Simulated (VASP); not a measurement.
Set up this calculation in VASP 6.6.1, as the native input.

| Quantity | Value |
| --- | --- |
| Task | single point |
| Functional | PBE |
| Dispersion | D3(BJ) |
| Potentials or basis | VASP PAW PBE potentials, release 64 (Hg, Te) |
| Cutoff | 520 eV |
| k mesh | 7 × 7 × 7 |
| Occupations | fermi-dirac, width 0.05 eV |
| Spin | no spin polarisation |
| Dipole correction | no |
| Further INCAR settings | ALGO = Normal; EDIFF = 1e-06; NBANDS = 16 |

The structure of HgTe (Coloradoite) lies in POSCAR:

```
HgTe
1.0
    0.0000000000      3.2568009036      3.2568009036
    3.2568009036      0.0000000000      3.2568009036
    3.2568009036      3.2568009036      0.0000000000
Hg Te
1 1
Direct
    0.0000000000      0.0000000000      0.0000000000
    0.7500000000      0.7500000000      0.7500000000
```

One way to write it, as run:

INCAR

```
  PREC = Accurate
  ENCUT = 520
  EDIFF = 1E-6
  ISMEAR = -1
  SIGMA = 0.05
  LREAL = F
  LASPH = T
  NELM = 80
  ALGO = Normal
  ISIF = 2
  LWAVE = F
  LCHARG = F
  GGA = PE
  IVDW = 12
  NBANDS = 16
```

KPOINTS

```
regular mesh
0
Gamma
  7 7 7
```

Potentials or basis: VASP PAW PBE potentials, release 64 (Hg, Te).

The run is started by

```sh
$ cat potpaw_PBE.64/Hg/POTCAR potpaw_PBE.64/Te/POTCAR > POTCAR
$ mpirun -np 1 vasp_std > vasp.out
```

Results of the run:

```yaml
Pressure: 0.7 GPa
Band_gap_on_the_k_mesh: zero (filled and empty bands touch)
Dispersion_energy_per_atom: -0.351 eV
```

Caveat: spin-orbit coupling is left out, which moves the levels of the heavy elements; pairwise dispersion overbinds metals, which lowers pressure and volume.

It took 15 s on 1 thread of AMD EPYC 9R45 96-Core Processor (Zen 5), with other jobs on the host, peak memory 0.19 GiB.
